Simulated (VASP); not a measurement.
Write the native input for VASP 6.6.1 that does the following.

| Item | Value |
| --- | --- |
| Task | single point |
| Functional | LDA |
| Potentials or basis | VASP PAW LDA potentials, release 64 (Cu) |
| Cutoff | 520 eV |
| k mesh | 15 × 15 × 15 |
| Occupations | fermi-dirac, width 0.1 eV |
| Spin | no spin polarisation |
| Dipole correction | no |
| Further INCAR settings | ALGO = Normal; EDIFF = 1e-07; NBANDS = 12 |

The structure of Cu lies in POSCAR:

```
Cu
1.0
    2.3872940607      0.0000000000      0.0000000000
    0.0000000000      2.3872940607      0.0000000000
    0.0000000000      0.0000000000      2.3872940607
Cu
1
Direct
    0.0000000000      0.0000000000      0.0000000000
```

This cell differs from its parent crystal: volume scaled by 1.08.

The input as run:

INCAR

```
PREC = Accurate
ENCUT = 520
EDIFF = 1E-7
ISMEAR = -1
SIGMA = 0.1
LREAL = F
LASPH = T
NELM = 80
ALGO = Normal
ISIF = 2
LWAVE = F
LCHARG = T
GGA = CA
LELF = T
LVHAR = T
NBANDS = 12
```

KPOINTS

```
Automatic mesh
0
Gamma
  15 15 15
```

Potentials or basis: VASP PAW LDA potentials, release 64 (Cu).

Run with:

```bash
$ cat potpaw_LDA.64/Cu/POTCAR > POTCAR
$ mpirun -np 1 vasp_std > vasp.out
```

It gave:

```json
{
  "Pressure": "-8.4 GPa"
}
```

Run time: 19 s on 1 thread of AMD EPYC 7R13, with other jobs on the host, peak memory 0.09 GiB.
